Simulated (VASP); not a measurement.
Set up this calculation in VASP 6.6.1, as the native input.

```yaml
Task: single point
Functional: PBE
Potentials_or_basis: VASP PAW PBE potentials, release 64 (H)
Cutoff: 520 eV
k_mesh: 1 × 1 × 1
Occupations: fermi-dirac, width 0.02 eV
Spin: no spin polarisation
Dipole_correction: no
Further_INCAR_settings: ALGO = Normal; EDIFF = 1e-07; NBANDS = 18
```

The structure of H lies in POSCAR:

```
H
1.0
    5.4513620000      0.0000000000      0.0000000000
    0.0000000000      5.4513620000      0.0000000000
    0.0000000000      0.0000000000      5.4513620000
H
12
Direct
    0.1694805812      1.1351841980      0.9488271005
    0.2953757245      1.1580775593      0.8962530832
    0.9943386625      0.9681617181      0.4200051290
    1.0943136779      0.9136248886      0.3495456732
    0.6329060517      0.0960860790      0.6307231110
    0.5988778584      0.2191012081      0.5849730765
    1.0067942654      0.4894006305     -0.0141249104
    0.8783859887      0.5449647262      0.0153356170
    0.2005737282      0.3820696553      0.5390946336
    0.2429851476      0.5067174038      0.4867040567
    0.4661587324      0.7243144007      0.1284449648
    0.4531344644      0.8526309572      0.1773501741
```

One way to write it, as run:

INCAR

```
SYSTEM = H
PREC = Accurate
ENCUT = 520
EDIFF = 1E-7
ISMEAR = -1
SIGMA = 0.02
LREAL = .False.
LASPH = .True.
NELM = 60
ALGO = Normal
ISIF = 2
LWAVE = .False.
LCHARG = .True.
GGA = PE
LELF = .True.
LVHAR = .True.
NBANDS = 18
```

KPOINTS

```
regular mesh
0
Gamma
  1 1 1
  0 0 0
```

Potentials or basis: VASP PAW PBE potentials, release 64 (H).

Run with:

```sh
$ cat potpaw_PBE.64/H/POTCAR > POTCAR
$ mpirun -np 1 vasp_gam > vasp.out
```

It gave:

```json
{
 "Pressure": "0.6 GPa",
 "Largest force": "1.083 eV/Å",
 "Band gap on the k mesh": "9.93 eV"
}
```

Caveat: the k points lie up to 1.15 Å⁻¹ apart.

Wall time 8.7 s on 1 thread of Intel(R) Xeon(R) Platinum 8488C (Sapphire Rapids), with other jobs on the host, peak memory 0.22 GiB.
